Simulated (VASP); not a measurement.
# Si2W in VASP: notebook, part 3 of 3

VASP 6.6.1.

## Step 6: Single point, LDA

This run uses another cell than the first one, of 12.94 Å³/atom.

File INCAR:

```
SYSTEM = Si2W
PREC = Accurate
ENCUT = 520
EDIFF = 1E-6
ISMEAR = -1
SIGMA = 0.05
LREAL = .FALSE.
LASPH = .TRUE.
NELM = 60
ALGO = Normal
ISIF = 2
LWAVE = .FALSE.
LCHARG = .FALSE.
GGA = CA
NBANDS = 18
```

File KPOINTS:

```
Automatic mesh
0
G
  12 12 12
  0 0 0
```

File POSCAR:

```
Si2W
1.0
   -1.5851824729      1.5851824729      3.8620387842
    1.5851824729     -1.5851824729      3.8620387842
    1.5851824729      1.5851824729     -3.8620387842
W Si
1 2
Direct
    0.0000000000      0.0000000000      0.0000000000
    0.6653000000      0.6653000000      0.0000000000
    0.3347000000      0.3347000000      0.0000000000
```

Potentials or basis: VASP PAW LDA potentials, release 64 (W_sv, Si).

Launch:

```sh
> cat potpaw_LDA.64/W_sv/POTCAR potpaw_LDA.64/Si/POTCAR > POTCAR
> mpirun -np 1 vasp_std > vasp.out
```

OUTCAR:

```text
SYSTEM = Si2W
   PREC = Accurate
   ENCUT = 520
   EDIFF = 1E-6
   ISMEAR = -1
   LREAL = .FALSE.
   LASPH = .TRUE.
   NELM = 60
   ISIF = 2
   GGA = CA

 ion  position               nearest neighbor table
   1  0.000  0.000  0.000-   2 2.58   2 2.58   2 2.58   3 2.58   2 2.58   3 2.58   3 2.58   3 2.58
                             2 2.59   3 2.59
   2  0.665  0.665  0.000-   3 2.55   1 2.58   1 2.58   1 2.58   1 2.58   1 2.59   3 2.60   3 2.60
                             3 2.60   3 2.60
   3  0.335  0.335  0.000-   2 2.55   1 2.58   1 2.58   1 2.58   1 2.58   1 2.59   2 2.60   2 2.60
                             2 2.60   2 2.60

  LATTYP: Found a body centered tetragonal cell.
 ALAT       =     3.1703649458
 C/A-ratio  =     2.4363370465

  Lattice vectors:

 A1 = (  -1.5851824729,   1.5851824729,   3.8620387842)
 A2 = (   1.5851824729,  -1.5851824729,   3.8620387842)
 A3 = (   1.5851824729,   1.5851824729,  -3.8620387842)

Analysis of symmetry for initial positions (statically):
=====================================================================
 Subroutine PRICEL returns:
 Original cell was already a primitive cell.

 Routine SETGRP: Setting up the symmetry group for a
 body centered tetragonal supercell.

 Subroutine GETGRP returns: Found 16 space group operations
 (whereof 16 operations were pure point group operations)
 out of a pool of 16 trial point group operations.

The static configuration has the point symmetry D_4h.

Analysis of symmetry for dynamics (positions and initial velocities):
=====================================================================
 Subroutine PRICEL returns:
 Original cell was already a primitive cell.

 Routine SETGRP: Setting up the symmetry group for a
 body centered tetragonal supercell.

 Subroutine GETGRP returns: Found 16 space group operations
 (whereof 16 operations were pure point group operations)
 out of a pool of 16 trial point group operations.

The dynamic configuration has the point symmetry D_4h.

 Subroutine INISYM returns: Found 16 space group operations
 (whereof 16 operations are pure point group operations),
 and found     1 'primitive' translations

----------------------------------------------------------------------------------------

                                     Primitive cell

  volume of cell :      38.8182

  direct lattice vectors                    reciprocal lattice vectors
    -1.585182473  1.585182473  3.862038784     0.000000000  0.315421100  0.129465297
     1.585182473 -1.585182473  3.862038784     0.315421100  0.000000000  0.129465297
     1.585182473  1.585182473 -3.862038784     0.315421100  0.315421100  0.000000000

  length of vectors
     4.465529142  4.465529142  4.465529142     0.340957085  0.340957085  0.446072798

  position of ions in fractional coordinates (direct lattice)
     0.000000000  0.000000000  0.000000000
     0.665300000  0.665300000  0.000000000
     0.334700000  0.334700000  0.000000000

  ion indices of the primitive-cell ions
   primitive index   ion index
                 1           1
                 2           2
                 3           3

----------------------------------------------------------------------------------------

 KPOINTS: Automatic mesh

Automatic generation of k-mesh.
 Grid dimensions read from file:
 generate k-points for:   12   12   12

 Generating k-lattice:

  Cartesian coordinates                     Fractional coordinates (reciprocal lattice)
     0.000000000  0.026285092  0.010788775     0.083333333  0.000000000  0.000000000
     0.026285092  0.000000000  0.010788775     0.000000000  0.083333333  0.000000000
     0.026285092  0.026285092  0.000000000     0.000000000  0.000000000  0.083333333

  Length of vectors
     0.028413090  0.028413090  0.037172733

  Shift w.r.t. Gamma in fractional coordinates (k-lattice)
     0.000000000  0.000000000  0.000000000

 Subroutine IBZKPT returns following result:
 ===========================================

 Found    163 irreducible k-points:

 Following reciprocal coordinates:
            Coordinates               Weight
  0.000000  0.000000  0.000000      1.000000
  0.083333  0.000000 -0.000000      8.000000
  0.166667  0.000000 -0.000000      8.000000
  0.250000  0.000000 -0.000000      8.000000
  0.333333  0.000000  0.000000      8.000000
  0.416667  0.000000  0.000000      8.000000
[... 16 lines left out ...]
  0.500000  0.166667 -0.000000     16.000000
 -0.416667  0.166667  0.000000     16.000000
 [... further k-points ...]
   k-points           NKPTS =    163   k-points in BZ     NKDIM =    163   number of bands    NBANDS=     18
   number of dos      NEDOS =    301   number of ions     NIONS =      3
   total plane-waves  NPLWV =  46656
   dimension x,y,z NGX =    36 NGY =   36 NGZ =   36
   dimension x,y,z NGXF=    72 NGYF=   72 NGZF=   72
   ions per type =               1   2
   NGX,Y,Z   is equivalent  to a cutoff of  13.40, 13.40, 13.40 a.u.
   NGXF,Y,Z  is equivalent  to a cutoff of  26.80, 26.80, 26.80 a.u.
 SYSTEM =  Si2W
   PREC   = accura    normal or accurate (medium, high low for compatibility)
   ISTART =      0    job   : 0-new  1-cont  2-samecut
   ICHARG =      2    charge: 1-file 2-atom 10-const
   ISPIN  =      1    spin polarized calculation?
   LNONCOLLINEAR =      F non collinear calculations
   LSORBIT =      F    spin-orbit coupling
   LASPH  =      T    aspherical Exc in radial PAW
   ENCUT  =  520.0 eV  38.22 Ry    6.18 a.u.   8.30  8.30  8.30*2*pi/ulx,y,z
   NELM   =     60;   NELMIN=  2; NELMDL= -5     # of ELM steps
   EDIFF  = 0.1E-05   stopping-criterion for ELM
   LREAL  =      F    real-space projection
   EDIFFG = 0.1E-04   stopping-criterion for IOM
   NSW    =      0    number of steps for IOM
   IBRION =     -1    ionic relax: 0-MD 1-quasi-New 2-CG
   NFREE  =      0    steps in history (QN), initial steepest desc. (CG)
   ISIF   =      2    stress and relaxation
   ISYM   =      2    0-nonsym 1-usesym 2-fastsym
   POTIM  = 0.5000    time-step for ionic-motion
   TEBEG  =    0.0;   TEEND  =   0.0 temperature during run
   PSTRESS=    0.0 pullay stress
   NELECT =      22.0000    total number of electrons
   NUPDOWN=      -1.0000    fix difference up-down
   EMIN   =  10.00;   EMAX   =-10.00  energy-range for DOS
   EFERMI =   0.00;   METHOD = LEGACY
   ISMEAR =    -1;   SIGMA  =   0.05  broadening in eV -4-tet -1-fermi 0-gaus
   EFERMI_NEDOS =   21; number of points for ismear=-14 and -15
   IALGO  =     38    algorithm
   IMIX   =      4    mixing-type and parameters
     AMIX     =   0.40;   BMIX     =  1.00
     AMIX_MAG =   1.60;   BMIX_MAG =  1.00
  volume/ion in A,a.u.               =      12.94        87.32
  Fermi-wavevector in a.u.,A,eV,Ry     =   1.354786  2.560174 24.972744  1.835445
  Thomas-Fermi vector in A             =   2.481928
   LORBIT       =      0    0 simple, 1 ext, 2 COOP (PROOUT), +10 PAW based schemes
   GGA     = CA    functional components
   LHFCALC =     F    Hartree Fock is set to
   AEXX    =    0.0000 exact exchange contribution
   IVDW    =     0    specifies the selected vdW correction
   LEPSILON=     F    determine dielectric tensor
   LRPA    =     F    only Hartree local field effects (RPA)
 non-spin polarized calculation
  energy-cutoff  :      520.00
  volume of cell :       38.82
 maximum number of plane-waves:      1063
 NGX is ok and might be reduce to    36
   NGX = 17   NGY = 17   NGZ = 17

 number of electron      22.0000000 magnetization

 Free energy of the ion-electron system (eV)
  ---------------------------------------------------
  ext. energy  EPLUGINS =         0.00000000
  ---------------------------------------------------
  free energy    TOTEN  =       -27.34571597 eV

  energy without entropy =      -27.34387786  energy(sigma->0) =      -27.34479691

 E-fermi :  12.5060     XC(G=0): -12.8408

 val. band max:       12.4476645844   @ k =  -0.3333  -0.4167   0.3333
 cond. band min:      12.5353946734   @ k =  -0.4167  -0.4167   0.3333
 fundamental gap:      0.0877300889
 Fermi energy:        12.5060302852

 k-point     1 :       0.0000    0.0000    0.0000
  band No.  band energies     occupation
      1     -60.8313      2.00000
      2     -25.3961      2.00000
      3     -25.3516      2.00000
      4     -25.3516      2.00000
      5      -1.8483      2.00000
      6       5.4022      2.00000
[... 481 lines left out ...]
      5       1.3309      2.00000
      6       4.0239      2.00000
[... 10 lines left out ...]
     17      19.8081      0.00000
     18      21.1892      0.00000

 [... further k-points ...]

------------------------ aborting loop because EDIFF is reached ----------------------------------------

  FORCE on cell =-STRESS in cart. coord.  units (eV):
  Direction    XX          YY          ZZ          XY          YZ          ZX
  --------------------------------------------------------------------------------------
  -------------------------------------------------------------------------------------
  Total        1.0519617      1.0519617      1.3746048      0.0000000     -0.0000000      0.0000000
  in kB       43.4185534     43.4185534     56.7352932      0.0000000     -0.0000000      0.0000000
  external PRESSURE =      47.8574667 kB  Pullay stress =       0.0000000 kB

 VOLUME and BASIS-vectors are now :
 -----------------------------------------------------------------------------
  energy-cutoff  :      520.00
  volume of cell :       38.82
      direct lattice vectors                 reciprocal lattice vectors
    -1.585182473  1.585182473  3.862038784     0.000000000  0.315421100  0.129465297
     1.585182473 -1.585182473  3.862038784     0.315421100  0.000000000  0.129465297
     1.585182473  1.585182473 -3.862038784     0.315421100  0.315421100  0.000000000

 POSITION                                       TOTAL-FORCE (eV/Angst)
 -----------------------------------------------------------------------------------
      0.00000      0.00000      0.00000        -0.000000     -0.000000     -0.000000
      0.00000      0.00000      5.13883        -0.000000     -0.000000      0.073396
      0.00000      0.00000      2.58525         0.000000      0.000000     -0.073396
 -----------------------------------------------------------------------------------
    total drift:                               -0.000000     -0.000000      0.000000

  FREE ENERGIE OF THE ION-ELECTRON SYSTEM (eV)
  ---------------------------------------------------
  free  energy   TOTEN  =       -27.3457159683 eV

  energy  without entropy=      -27.3438778586  energy(sigma->0) =      -27.34479691
```

stdout:

```text
POSCAR found type information on POSCAR W Si
 POSCAR found :  2 types and       3 ions
 scaLAPACK will be used
 LDA part: xc-table for (Slater(with rela. corr.)+CA(PZ))
 , standard interpolation
 POSCAR, INCAR and KPOINTS ok, starting setup
 FFT: planning ... GRIDC
 FFT: planning ... GRID_SOFT
 FFT: planning ... GRID
 WAVECAR not read
 entering main loop
```

Wall time 3.5 min (1 thread of Intel Xeon 8259CL, shared host); peak memory 0.25 GiB.

Results:

```
Free energy            : -27.3457 eV
Pressure               : 4.8 GPa
Largest force          : 0.073 eV/Å
Band gap on the k mesh : zero (bands 11 and 12 overlap by 1.36 eV)
```

Forces on the atoms (eV/Å):
```
W    0.000  0.000  0.000
Si   0.000  0.000  0.073
Si   0.000  0.000 -0.073
```

Stress tensor (GPa, compression positive):
```
4.34 0.00 0.00
0.00 4.34 0.00
0.00 0.00 5.67
```

Levels at points of the mesh, in eV from the Fermi level:
| k point | band 8 | band 9 | band 10 | band 11 | band 12 | band 13 | band 14 | band 15 |
| --- | --- | --- | --- | --- | --- | --- | --- | --- |
| (0.00, 0.00, 0.00) | -3.57 | -2.97 | -2.97 | 0.60 | 2.85 | 2.98 | 3.20 | 3.20 |
| (0.50, 0.00, 0.00) | -4.92 | -2.94 | -2.93 | -0.51 | 2.80 | 2.85 | 4.04 | 4.70 |
| (0.50, 0.50, 0.00) | -5.47 | -5.16 | -3.43 | -1.69 | 2.97 | 3.06 | 3.27 | 4.04 |
| (0.50, 0.50, 0.50) | -2.71 | -0.82 | -0.82 | -0.56 | -0.56 | 0.80 | 4.64 | 5.26 |

Caveat: the cell stands under pressure; spin-orbit coupling is left out, which moves the levels of the heavy elements.

## Step 7: The runs side by side

```csv
level,potentials or basis,cell,gap on the mesh (eV),pressure (GPa),largest force (eV/Å)
PBEsol,"VASP PAW PBE potentials, release 64 (W_sv, Si)","a = 4.586 Å, angles 138.4, 138.4, 60.3°, 3 atoms, atomic positions A",none,-9.9,0.07
PBEsol,"VASP PAW PBE potentials, release 64 (W_sv, Si)","a = 4.527 Å, angles 138.4, 138.4, 60.3°, 3 atoms, atomic positions B",none,-0.7,0.92
BLYP,"VASP PAW PBE potentials, release 64 (W_sv, Si)","a = 4.527 Å, angles 138.4, 138.4, 60.3°, 3 atoms, atomic positions A",none,13.3,0.01
LDA,"VASP PAW LDA potentials, release 64 (W_sv, Si)","a = 4.434 Å, angles 138.4, 138.4, 60.3°, 3 atoms, atomic positions A",none,10.6,0.14
LDA,"VASP PAW LDA potentials, release 64 (W_sv, Si)","a = 4.466 Å, angles 138.4, 138.4, 60.3°, 3 atoms, atomic positions A",none,4.8,0.07
```

Alike in all rows: task single point; no spin polarisation; k mesh 12 × 12 × 12; cutoff (eV) 520; smearing fermi-dirac 0.05 eV.

Caveats: spin-orbit coupling is left out, which moves the levels of the heavy elements; the PAW data sets were made with another functional, which shifts forces and pressure a little (at least some runs); the cell stands under pressure (at least some runs); the cell stands under tension (at least some runs).

Absolute energies hang on the potentials; compare differences alone.

The gap in the log of VASP goes by the Fermi energy; the results here count the filled bands.